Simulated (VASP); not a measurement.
A run of VASP 6.6.1 is set up as follows.

File INCAR:

```
SYSTEM = LaTe3Cl3
PREC     = Accurate       ! precision mode
ENCUT    = 520            ! plane-wave cutoff, eV
EDIFF    = 1E-6           ! SCF threshold, eV
ISMEAR   = 0              ! smearing method
SIGMA    = 0.1            ! smearing width, eV
LREAL    = .FALSE.        ! projectors in reciprocal space
LASPH    = .TRUE.         ! aspherical terms in the spheres
NELM     = 80             ! most SCF steps
ALGO     = Normal         ! electronic algorithm
ISIF     = 2              ! what is computed and relaxed
LWAVE    = .FALSE.        ! write WAVECAR
LCHARG   = .FALSE.        ! write CHGCAR
GGA      = PE             ! functional
NBANDS   = 34             ! bands
```

Contents of KPOINTS:

```
regular mesh
0
G
  4 4 4
  0 0 0
```

POSCAR

```
LaTe3Cl3
1.0
    6.1354113200      0.0000000000      0.0000000000
    0.0000000000      6.1354113200      0.0000000000
    0.0000000000      0.0000000000      6.1354113200
La Te Cl
1 3 3
Direct
    0.5000000000      0.5000000000      0.5000000000
    0.5000000000      0.5000000000      0.0000000000
    0.0000000000      0.5000000000      0.5000000000
    0.5000000000      0.0000000000      0.5000000000
    0.5000000000      0.0000000000      0.0000000000
    0.0000000000      0.5000000000      0.0000000000
    0.0000000000      0.0000000000      0.5000000000
```

Potentials or basis: VASP PAW PBE potentials, release 64 (La, Te, Cl).

Command:

```console
$ cat potpaw_PBE.64/La/POTCAR potpaw_PBE.64/Te/POTCAR potpaw_PBE.64/Cl/POTCAR > POTCAR
$ mpirun -np 1 vasp_std > vasp.out
```

(1) Predict the pressure.

(2) Predict the band gap on the k mesh.

## Answers

(1) 3.1 GPa.

(2) zero (bands 25 and 26 overlap by 1.79 eV).

Caveat: the cell stands under pressure; spin-orbit coupling is left out, which moves the levels of the heavy elements.
